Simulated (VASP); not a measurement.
# HfO2 (Fm-3m) in VASP: a series of runs

The runs below take HfO2 through single point, with PBE, BLYP+D4, PBE+D3(BJ).

Program: VASP 6.6.1. These are calculated values, not measurements. Logs are shortened: lines on timing, memory, paths and dates and some standing lists are left out, and cuts for length are marked.

## 1. The cell of the first run

The structure is cubic, space group Fm-3m (No. 225). Conventional cell: a = 5.046 Å, b = 5.046 Å, c = 5.046 Å, α = 90.00°, β = 90.00°, γ = 90.00°. Hf (site symmetry m-3m) has 8 O at 2.18 Å within 2.9 Å. O (site symmetry -43m) has 4 Hf at 2.18 Å and 6 O at 2.52 Å within 2.9 Å.

## 2. Single point, PBE (volume scaled by 0.96)

INCAR

```
SYSTEM = HfO2
PREC     = Accurate       ! precision mode
ENCUT    = 520            ! plane-wave cutoff, eV
EDIFF    = 1E-6           ! SCF threshold, eV
ISMEAR   = -1             ! smearing method
SIGMA    = 0.05           ! smearing width, eV
LREAL    = .FALSE.        ! projectors in reciprocal space
LASPH    = .TRUE.         ! aspherical terms in the spheres
NELM     = 60             ! most SCF steps
ALGO     = Normal         ! electronic algorithm
ISIF     = 2              ! what is computed and relaxed
LWAVE    = .FALSE.        ! write WAVECAR
LCHARG   = .TRUE.         ! write CHGCAR
GGA      = PE             ! functional
LELF     = .TRUE.         ! ELF
LVHAR    = .TRUE.       
NBANDS   = 18             ! bands
```

KPOINTS

```
regular mesh
0
G
  9 9 9
  0 0 0
```

POSCAR

```
HfO2
1.0
    0.0000000000      2.5229349520      2.5229349520
    2.5229349520      0.0000000000      2.5229349520
    2.5229349520      2.5229349520      0.0000000000
Hf O
1 2
Direct
    0.0000000000      0.0000000000      0.0000000000
    0.7500000000      0.7500000000      0.7500000000
    0.2500000000      0.2500000000      0.2500000000
```

Potentials or basis: VASP PAW PBE potentials, release 64 (Hf_pv, O).

Command:

```sh
$ cat potpaw_PBE.64/Hf_pv/POTCAR potpaw_PBE.64/O/POTCAR > POTCAR
$ mpirun -np 1 vasp_std > vasp.out
```

OUTCAR:

```text
SYSTEM = HfO2
   PREC = Accurate
   ENCUT = 520
   EDIFF = 1E-6
   ISMEAR = -1
   LREAL = .FALSE.
   LASPH = .TRUE.
   NELM = 60
   ISIF = 2
   GGA = PE

 ion  position               nearest neighbor table
   1  0.000  0.000  0.000-   2 2.18   2 2.18   2 2.18   2 2.18   3 2.18   3 2.18   3 2.18   3 2.18

   2  0.750  0.750  0.750-   1 2.18   1 2.18   1 2.18   1 2.18
   3  0.250  0.250  0.250-   1 2.18   1 2.18   1 2.18   1 2.18

  LATTYP: Found a face centered cubic cell.
 ALAT       =     5.0458699040

  Lattice vectors:

 A1 = (   0.0000000000,   2.5229349520,   2.5229349520)
 A2 = (   2.5229349520,   0.0000000000,   2.5229349520)
 A3 = (   2.5229349520,   2.5229349520,   0.0000000000)

Analysis of symmetry for initial positions (statically):
=====================================================================
 Subroutine PRICEL returns:
 Original cell was already a primitive cell.

 Routine SETGRP: Setting up the symmetry group for a
 face centered cubic supercell.

 Subroutine GETGRP returns: Found 48 space group operations
[... 9 lines left out ...]

 Routine SETGRP: Setting up the symmetry group for a
 face centered cubic supercell.

 Subroutine GETGRP returns: Found 48 space group operations
[... 11 lines left out ...]
                                     Primitive cell

  volume of cell :      32.1180

  direct lattice vectors                    reciprocal lattice vectors
     0.000000000  2.522934952  2.522934952    -0.198181883  0.198181883  0.198181883
     2.522934952  0.000000000  2.522934952     0.198181883 -0.198181883  0.198181883
     2.522934952  2.522934952  0.000000000     0.198181883  0.198181883 -0.198181883

  length of vectors
     3.567968826  3.567968826  3.567968826     0.343261091  0.343261091  0.343261091

  position of ions in fractional coordinates (direct lattice)
     0.000000000  0.000000000  0.000000000
     0.750000000  0.750000000  0.750000000
     0.250000000  0.250000000  0.250000000

  ion indices of the primitive-cell ions
   primitive index   ion index
                 1           1
                 2           2
                 3           3

----------------------------------------------------------------------------------------

 KPOINTS: regular mesh

Automatic generation of k-mesh.
 Grid dimensions read from file:
 generate k-points for:    9    9    9

 Generating k-lattice:

  Cartesian coordinates                     Fractional coordinates (reciprocal lattice)
    -0.022020209  0.022020209  0.022020209     0.111111111  0.000000000  0.000000000
     0.022020209 -0.022020209  0.022020209     0.000000000  0.111111111  0.000000000
     0.022020209  0.022020209 -0.022020209     0.000000000  0.000000000  0.111111111

  Length of vectors
     0.038140121  0.038140121  0.038140121

  Shift w.r.t. Gamma in fractional coordinates (k-lattice)
     0.000000000  0.000000000  0.000000000

 Subroutine IBZKPT returns following result:
 ===========================================

 Found     35 irreducible k-points:

 Following reciprocal coordinates:
            Coordinates               Weight
  0.000000  0.000000  0.000000      1.000000
  0.111111  0.000000  0.000000      8.000000
  0.222222  0.000000  0.000000      8.000000
  0.333333  0.000000  0.000000      8.000000
  0.444444  0.000000  0.000000      8.000000
  0.111111  0.111111  0.000000      6.000000
[... 16 lines left out ...]
 -0.333333  0.333333  0.000000     12.000000
  0.444444  0.444444  0.000000      6.000000
 [... further k-points ...]
   k-points           NKPTS =     35   k-points in BZ     NKDIM =     35   number of bands    NBANDS=     18
   number of dos      NEDOS =    301   number of ions     NIONS =      3
   total plane-waves  NPLWV =  21952
   dimension x,y,z NGX =    28 NGY =   28 NGZ =   28
   dimension x,y,z NGXF=    56 NGYF=   56 NGZF=   56
   ions per type =               1   2
   NGX,Y,Z   is equivalent  to a cutoff of  13.05, 13.05, 13.05 a.u.
   NGXF,Y,Z  is equivalent  to a cutoff of  26.09, 26.09, 26.09 a.u.
 SYSTEM =  HfO2
   PREC   = accura    normal or accurate (medium, high low for compatibility)
   ISTART =      0    job   : 0-new  1-cont  2-samecut
   ICHARG =      2    charge: 1-file 2-atom 10-const
   ISPIN  =      1    spin polarized calculation?
   LNONCOLLINEAR =      F non collinear calculations
   LSORBIT =      F    spin-orbit coupling
   LASPH  =      T    aspherical Exc in radial PAW
   ENCUT  =  520.0 eV  38.22 Ry    6.18 a.u.   6.63  6.63  6.63*2*pi/ulx,y,z
   NELM   =     60;   NELMIN=  2; NELMDL= -5     # of ELM steps
   EDIFF  = 0.1E-05   stopping-criterion for ELM
   LREAL  =      F    real-space projection
   EDIFFG = 0.1E-04   stopping-criterion for IOM
   NSW    =      0    number of steps for IOM
   IBRION =     -1    ionic relax: 0-MD 1-quasi-New 2-CG
   NFREE  =      0    steps in history (QN), initial steepest desc. (CG)
   ISIF   =      2    stress and relaxation
   ISYM   =      2    0-nonsym 1-usesym 2-fastsym
   POTIM  = 0.5000    time-step for ionic-motion
   TEBEG  =    0.0;   TEEND  =   0.0 temperature during run
   PSTRESS=    0.0 pullay stress
   NELECT =      22.0000    total number of electrons
   NUPDOWN=      -1.0000    fix difference up-down
   EMIN   =  10.00;   EMAX   =-10.00  energy-range for DOS
   EFERMI =   0.00;   METHOD = LEGACY
   ISMEAR =    -1;   SIGMA  =   0.05  broadening in eV -4-tet -1-fermi 0-gaus
   EFERMI_NEDOS =   21; number of points for ismear=-14 and -15
   IALGO  =     38    algorithm
   IMIX   =      4    mixing-type and parameters
     AMIX     =   0.40;   BMIX     =  1.00
     AMIX_MAG =   1.60;   BMIX_MAG =  1.00
  volume/ion in A,a.u.               =      10.71        72.25
  Fermi-wavevector in a.u.,A,eV,Ry     =   1.443111  2.727084 28.335068  2.082569
  Thomas-Fermi vector in A             =   2.561555
   LORBIT       =      0    0 simple, 1 ext, 2 COOP (PROOUT), +10 PAW based schemes
   GGA     = PE    functional components
   LHFCALC =     F    Hartree Fock is set to
   AEXX    =    0.0000 exact exchange contribution
   IVDW    =     0    specifies the selected vdW correction
   LEPSILON=     F    determine dielectric tensor
   LRPA    =     F    only Hartree local field effects (RPA)
 non-spin polarized calculation
  energy-cutoff  :      520.00
  volume of cell :       32.12
 maximum number of plane-waves:       893
   NGX = 13   NGY = 13   NGZ = 13

 number of electron      21.9999993 magnetization

 Free energy of the ion-electron system (eV)
  ---------------------------------------------------
  ext. energy  EPLUGINS =         0.00000000
  ---------------------------------------------------
  free energy    TOTEN  =       -30.24106016 eV

  energy without entropy =      -30.24106016  energy(sigma->0) =      -30.24106016

 E-fermi :   5.4404     XC(G=0): -11.9154

 val. band max:        4.3497485755   @ k =  -0.4444   0.4444   0.0000
 cond. band min:       8.3036057030   @ k =   0.4444   0.4444   0.0000
 fundamental gap:      3.9538571276
 Fermi energy:         5.4404045122

 k-point     1 :       0.0000    0.0000    0.0000
  band No.  band energies     occupation
      1     -25.2187      2.00000
      2     -25.2187      2.00000
      3     -25.2187      2.00000
      4     -14.4201      2.00000
      5     -11.3147      2.00000
      6      -1.0286      2.00000
[... 10 lines left out ...]
     17      15.0066      0.00000
     18      17.9779      0.00000

 k-point     2 :       0.1111    0.0000    0.0000
  band No.  band energies     occupation
      1     -25.2767      2.00000
      2     -25.2249      2.00000
      3     -25.2249      2.00000
      4     -14.2474      2.00000
      5     -11.4562      2.00000
      6      -0.9064      2.00000
[... 10 lines left out ...]
     17      14.7842      0.00000
     18      17.9618      0.00000

 k-point     3 :       0.2222    0.0000    0.0000
  band No.  band energies     occupation
      1     -25.4186      2.00000
      2     -25.2407      2.00000
      3     -25.2407      2.00000
      4     -13.8174      2.00000
      5     -11.7651      2.00000
      6      -0.5907      2.00000
[... 10 lines left out ...]
     17      14.3432      0.00000
     18      17.4442      0.00000

 k-point     4 :       0.3333    0.0000    0.0000
  band No.  band energies     occupation
      1     -25.5719      2.00000
      2     -25.2585      2.00000
      3     -25.2585      2.00000
      4     -13.3772      2.00000
      5     -11.9985      2.00000
      6      -0.2300      2.00000
[... 10 lines left out ...]
     17      14.1124      0.00000
     18      16.7611      0.00000

 k-point     5 :       0.4444    0.0000    0.0000
  band No.  band energies     occupation
      1     -25.6678      2.00000
      2     -25.2701      2.00000
      3     -25.2701      2.00000
      4     -13.1817      2.00000
      5     -12.0203      2.00000
      6      -0.0070      2.00000
[... 10 lines left out ...]
     17      13.9444      0.00000
     18      17.0582      0.00000

 k-point     6 :       0.1111    0.1111    0.0000
  band No.  band energies     occupation
      1     -25.2817      2.00000
      2     -25.2342      2.00000
      3     -25.2342      2.00000
      4     -14.1873      2.00000
      5     -11.5041      2.00000
      6      -0.8901      2.00000
[... 307 lines left out ...]
 k-point    21 :       0.4444    0.3333    0.0000
  band No.  band energies     occupation
      1     -25.6442      2.00000
      2     -25.3565      2.00000
      3     -25.3301      2.00000
      4     -12.5359      2.00000
      5     -12.4481      2.00000
      6      -1.4920      2.00000
[... 10 lines left out ...]
     17      15.5939      0.00000
     18      17.9511      0.00000

 k-point    22 :      -0.4444    0.3333    0.0000
  band No.  band energies     occupation
      1     -25.6286      2.00000
      2     -25.4322      2.00000
      3     -25.3263      2.00000
      4     -12.5747      2.00000
      5     -12.2941      2.00000
      6      -1.4979      2.00000
[... 10 lines left out ...]
     17      16.7676      0.00000
     18      17.9303      0.00000

 k-point    23 :      -0.3333    0.3333    0.0000
  band No.  band energies     occupation
      1     -25.5471      2.00000
      2     -25.5161      2.00000
      3     -25.3078      2.00000
      4     -12.6018      2.00000
      5     -12.3032      2.00000
      6      -1.0767      2.00000
[... 10 lines left out ...]
     17      16.5072      0.00000
     18      17.8878      0.00000

 k-point    24 :       0.4444    0.4444    0.0000
  band No.  band energies     occupation
      1     -25.6944      2.00000
      2     -25.3458      2.00000
      3     -25.3458      2.00000
      4     -12.6077      2.00000
      5     -12.2583      2.00000
      6      -2.0186      2.00000
[... 10 lines left out ...]
     17      16.6064      0.00000
     18      17.9591      0.00000

 [... further k-points ...]
[... 5 lines left out ...]
  --------------------------------------------------------------------------------------
  -------------------------------------------------------------------------------------
  Total        0.8244141      0.8244141      0.8244141      0.0000000     -0.0000000      0.0000000
  in kB       41.1251828     41.1251828     41.1251828      0.0000000     -0.0000000      0.0000000
  external PRESSURE =      41.1251828 kB  Pullay stress =       0.0000000 kB

 VOLUME and BASIS-vectors are now :
 -----------------------------------------------------------------------------
  energy-cutoff  :      520.00
  volume of cell :       32.12
      direct lattice vectors                 reciprocal lattice vectors
     0.000000000  2.522934952  2.522934952    -0.198181883  0.198181883  0.198181883
     2.522934952  0.000000000  2.522934952     0.198181883 -0.198181883  0.198181883
     2.522934952  2.522934952  0.000000000     0.198181883  0.198181883 -0.198181883

 POSITION                                       TOTAL-FORCE (eV/Angst)
 -----------------------------------------------------------------------------------
      0.00000      0.00000      0.00000        -0.000000      0.000000      0.000000
      3.78440      3.78440      3.78440         0.000000      0.000000      0.000000
      1.26147      1.26147      1.26147        -0.000000     -0.000000     -0.000000
 -----------------------------------------------------------------------------------
    total drift:                                0.000000      0.000000      0.000000

  FREE ENERGIE OF THE ION-ELECTRON SYSTEM (eV)
  ---------------------------------------------------
  free  energy   TOTEN  =       -30.2410601603 eV

  energy  without entropy=      -30.2410601603  energy(sigma->0) =      -30.24106016
```

Run time: 10 s. Hardware: 1 thread of Intel Xeon 6975P-C (Granite Rapids), shared host; peak memory 0.17 GiB.

What came out:

| Property | Result |
| --- | --- |
| Free energy | -30.2411 eV |
| Pressure | 4.1 GPa |
| Band gap on the k mesh | 3.95 eV, indirect (least direct gap 4.07 eV) |

Levels at points of the mesh, in eV from the valence-band top:
| k point | band 7 | band 8 | band 9 | band 10 | band 11 | band 12 | band 13 | band 14 | band 15 | band 16 |
| --- | --- | --- | --- | --- | --- | --- | --- | --- | --- | --- |
| (0.00, 0.00, 0.00) | -5.38 | -5.38 | -0.56 | -0.56 | -0.56 | 3.97 | 3.97 | 6.00 | 10.66 | 10.66 |

Caveat: the cell differs from its parent crystal (volume scaled by 0.96); spin-orbit coupling is left out, which moves the levels of the heavy elements. A k mesh can miss the band edges.

## 3. Single point, PBE (volume scaled by 1.06)

INCAR

```
SYSTEM = HfO2
PREC = Accurate ; ENCUT = 520
EDIFF = 1E-7 ; ISMEAR = -1
SIGMA = 0.05 ; LREAL = .False.
LASPH = .True. ; NELM = 60
ALGO = Normal ; ISIF = 2
LWAVE = .False. ; LCHARG = .True.
GGA = PE ; LELF = .True.
LVHAR = .True. ; NBANDS = 18
```

KPOINTS

```
Automatic mesh
0
Gamma
  9 9 9
  0 0 0
```

POSCAR

```
HfO2
1.0
    0.0000000000      2.6076597933      2.6076597933
    2.6076597933      0.0000000000      2.6076597933
    2.6076597933      2.6076597933      0.0000000000
Hf O
1 2
Direct
    0.0000000000      0.0000000000      0.0000000000
    0.7500000000      0.7500000000      0.7500000000
    0.2500000000      0.2500000000      0.2500000000
```

Potentials or basis: VASP PAW PBE potentials, release 64 (Hf_pv, O).

Command:

```sh
$ cat potpaw_PBE.64/Hf_pv/POTCAR potpaw_PBE.64/O/POTCAR > POTCAR
$ mpirun -np 1 vasp_std > vasp.out
```

It took 11 s on 1 thread of Intel Xeon 6975P-C (Granite Rapids), shared host; peak memory 0.16 GiB.

The run converged. Its results:

| Quantity | Value |
| --- | --- |
| Free energy | -30.0845 eV |
| Pressure | -17.6 GPa |
| Band gap on the k mesh | 3.66 eV, indirect (least direct gap 3.77 eV) |

Levels at points of the mesh, in eV from the valence-band top:
| k point | band 7 | band 8 | band 9 | band 10 | band 11 | band 12 | band 13 | band 14 | band 15 | band 16 |
| --- | --- | --- | --- | --- | --- | --- | --- | --- | --- | --- |
| (0.00, 0.00, 0.00) | -4.80 | -4.80 | -0.52 | -0.52 | -0.52 | 3.71 | 3.71 | 5.21 | 9.43 | 9.43 |

Caveat: the cell differs from its parent crystal (volume scaled by 1.06); spin-orbit coupling is left out, which moves the levels of the heavy elements. A k mesh can miss the band edges.

## 4. Single point, BLYP+D4, non-collinear spin, zero start, spin-orbit coupling

This run uses another cell than the first one, of 11.60 Å³/atom, 1.083 times its volume.

INCAR

```
SYSTEM = HfO2
AGGAC = 1.0 ; AGGAX = 1.0
ALDAC = 0.0 ; ALDAX = 1.0
ALGO = Normal ; EDIFF = 1E-7
ENCUT = 520 ; GGA = B5
GGA_COMPAT = .False. ; ISIF = 2
ISMEAR = 0 ; IVDW = 13
LASPH = .True. ; LCHARG = .False.
LMAXMIX = 4 ; LORBIT = 11
LORBMOM = .True. ; LREAL = .False.
LSORBIT = .True. ; LWAVE = .False.
MAGMOM = 0 0 0 0 0 0 0 0 0 ; NBANDS = 35
NELM = 150 ; PREC = Accurate
SIGMA = 0.01 ; VDW_A1 = 0.44488865
VDW_A2 = 4.0933009 ; VDW_S6 = 1.0
VDW_S8 = 2.34076671
```

KPOINTS

```
k-points
0
Gamma
  9 9 9
  0 0 0
```

POSCAR

```
HfO2
1.0
    0.0000000000      2.5911551753      2.5911551753
    2.5911551753      0.0000000000      2.5911551753
    2.5911551753      2.5911551753      0.0000000000
Hf O
1 2
Direct
    0.0000000000      0.0000000000      0.0000000000
    0.7500000000      0.7500000000      0.7500000000
    0.2500000000      0.2500000000      0.2500000000
```

Command:

```sh
$ cat potpaw_PBE.64/Hf_pv/POTCAR potpaw_PBE.64/O/POTCAR > POTCAR
$ mpirun -np 1 vasp_ncl > vasp.out
```

Wall time 1.7 min (1 thread of AMD EPYC 7R13 (Zen 3), shared host); peak memory 0.25 GiB.

It converged, with:

```yaml
Free_energy: -30.5189 eV
Pressure: -13.1 GPa
Net_moment: 0.00 μB per cell
Valence_electrons_inside_the_program's_atomic_spheres: Hf 8.09; O 5.08
Dispersion_energy_per_atom: -0.336 eV
```

Moments on the atoms (μB; x, y, z):
```
Hf  0.00 0.00 0.00
O   0.00 0.00 0.00
O   0.00 0.00 0.00
```

Caveat: the PAW data sets were made with another functional, which shifts forces and pressure a little.

## 5. Single point, PBE+D3(BJ), non-collinear spin, zero start, spin-orbit coupling

This run uses another cell than the first one, of 10.48 Å³/atom, 0.979 times its volume.

INCAR

```
PREC = Accurate ; ENCUT = 520
EDIFF = 1E-7 ; ISMEAR = -1
SIGMA = 0.05 ; LREAL = False
LASPH = True ; NELM = 150
ALGO = Normal ; ISIF = 2
LWAVE = False ; LCHARG = False
MAGMOM = 0 0 0 0 0 0 0 0 0 ; LORBIT = 11
LSORBIT = True ; GGA_COMPAT = False
LORBMOM = True ; LMAXMIX = 4
GGA = PE ; IVDW = 12
NBANDS = 35
```

KPOINTS

```
regular mesh
0
Gamma
  7 7 7
```

POSCAR

```
HfO2
1.0
    0.0000000000      2.5052914730      2.5052914730
    2.5052914730      0.0000000000      2.5052914730
    2.5052914730      2.5052914730      0.0000000000
Hf O
1 2
Direct
    0.0000000000      0.0000000000      0.0000000000
    0.7500000000      0.7500000000      0.7500000000
    0.2500000000      0.2500000000      0.2500000000
```

Command:

```sh
$ cat potpaw_PBE.64/Hf_pv/POTCAR potpaw_PBE.64/O/POTCAR > POTCAR
$ mpirun -np 1 vasp_ncl > vasp.out
```

Wall time 77 s (1 thread of Intel Xeon 6975P-C, shared host); peak memory 0.27 GiB.

It converged, with:

* Free energy: -31.5785 eV
* Pressure: 6.2 GPa
* Net moment: 0.00 μB per cell
* Valence electrons inside the program's atomic spheres: Hf 8.40; O 5.14
* Dispersion energy per atom: -0.249 eV

Moments on the atoms (μB; x, y, z):
```
Hf  0.00 0.00 0.00
O   0.00 0.00 0.00
O   0.00 0.00 0.00
```

## 6. Summary

| level | spin | cell | k mesh | smearing | gap on the mesh (eV) | pressure (GPa) | moment (μB) |
| --- | --- | --- | --- | --- | --- | --- | --- |
| PBE | off | a = 3.568 Å, angles 60.0°, 3 atoms | 9 × 9 × 9 | fermi-dirac 0.05 eV | 3.95 | 4.1 | - |
| PBE | off | a = 3.688 Å, angles 60.0°, 3 atoms | 9 × 9 × 9 | fermi-dirac 0.05 eV | 3.66 | -17.6 | - |
| BLYP+D4 | non-collinear, zero start, SOC | a = 3.664 Å, angles 60.0°, 3 atoms | 9 × 9 × 9 | gaussian 0.01 eV | - | -13.1 | 0.00 |
| PBE+D3(BJ) | non-collinear, zero start, SOC | a = 3.543 Å, angles 60.0°, 3 atoms | 7 × 7 × 7 | fermi-dirac 0.05 eV | - | 6.2 | 0.00 |

Alike in all rows: task single point; potentials or basis VASP PAW PBE potentials, release 64 (Hf_pv, O); cutoff (eV) 520.

Caveats: spin-orbit coupling is left out, which moves the levels of the heavy elements (some runs); the PAW data sets were made with another functional, which shifts forces and pressure a little (some runs).

Absolute energies hang on the potentials; compare differences alone.
